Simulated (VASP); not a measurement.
The system is CdS (x).

```xyz
4
Lattice="4.1370 0.0000 0.0000 -2.0685 3.5827 0.0000 0.0000 0.0000 6.7160" Properties=species:S:1:pos:R:3 pbc="T T T"
Cd    0.0000    2.3885   -0.3717
Cd    2.0685    1.1942    2.9863
S     0.0000    2.3885    2.9037
S     2.0685    1.1942    6.2617
```

Base run:

| Item | Value |
| --- | --- |
| Program | VASP 6.6.1 |
| Functional | PBEsol |
| Potentials or basis | VASP PAW PBE potentials, release 64 (Cd_sv_GW, S) |
| Cutoff | 540 eV |
| k mesh | 9 × 9 × 4 |
| Occupations | gaussian, width 0.01 eV |
| Spin | no spin polarisation |

Its results: band gap on the k mesh 1.33 eV, direct; pressure 2.3 GPa; largest force 0.173 eV/Å.

The run is repeated on the same cell with these changes: potentials or basis from VASP PAW PBE potentials, release 64 (Cd_sv_GW, S) to VASP PAW PBE potentials, release 64 (Cd, S); cutoff from 540 eV to 520 eV; further incar settings from ALGO = Normal; EDIFF = 1e-06; NBANDS = 34 to ALGO = Normal; EDIFF = 1e-06; NBANDS = 26; valence electrons from 52 to 36. What comes out?

Band gap on the k mesh 1.35 eV, direct; pressure 3.8 GPa; largest force 0.179 eV/Å.

Caveats: the PAW data sets were made with another functional, which shifts forces and pressure a little.

